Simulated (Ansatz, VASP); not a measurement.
BaSi12 in VASP and in Ansatz

```
CELL_PARAMETERS angstrom
8.86442 0.00000 0.00000
-4.43221 7.67681 0.00000
0.00000 0.00000 3.84739
ATOMIC_POSITIONS crystal
Ba 0.00000 0.00000 0.50000
Si 0.84567 0.53660 0.74957
Si 0.69093 0.53660 0.25043
Si 0.30907 0.84567 0.25043
Si 0.69093 0.15433 0.74957
Si 0.15433 0.69093 0.74957
Si 0.53660 0.69093 0.25043
Si 0.46340 0.15433 0.25043
Si 0.30907 0.46340 0.74957
Si 0.15433 0.46340 0.25043
Si 0.53660 0.84567 0.74957
Si 0.84567 0.30907 0.25043
Si 0.46340 0.30907 0.74957
```

Alike in both runs: functional PBE; k mesh 3 × 3 × 6; occupations gaussian, width 0.1 eV; no spin polarisation.

Ansatz relaxed the structure, and its values are those at the end. VASP's run is a single point on that final structure, the one shown.

|  | VASP | Ansatz |
| --- | --- | --- |
| version | VASP 6.6.1 | Ansatz 0.2.0 |
| potentials or method | VASP PAW PBE potentials, release 64 (Ba_sv, Si), cutoff 520 eV | scalar-relativistic, plane waves, PAW |
| valence electrons in the cell | 58 | 58 |

```tsv
	VASP	Ansatz	Ansatz less VASP
gap on the k mesh at the Fermi level (eV)	none	none	-
pressure (GPa)	0.1	0.1	-0.05
rms of the force components (eV/Å)	0.010	0.006	-0.0041
```

A gap of «none» marks a metal or a gap that the smearing closes.

Spin-orbit coupling is off throughout.
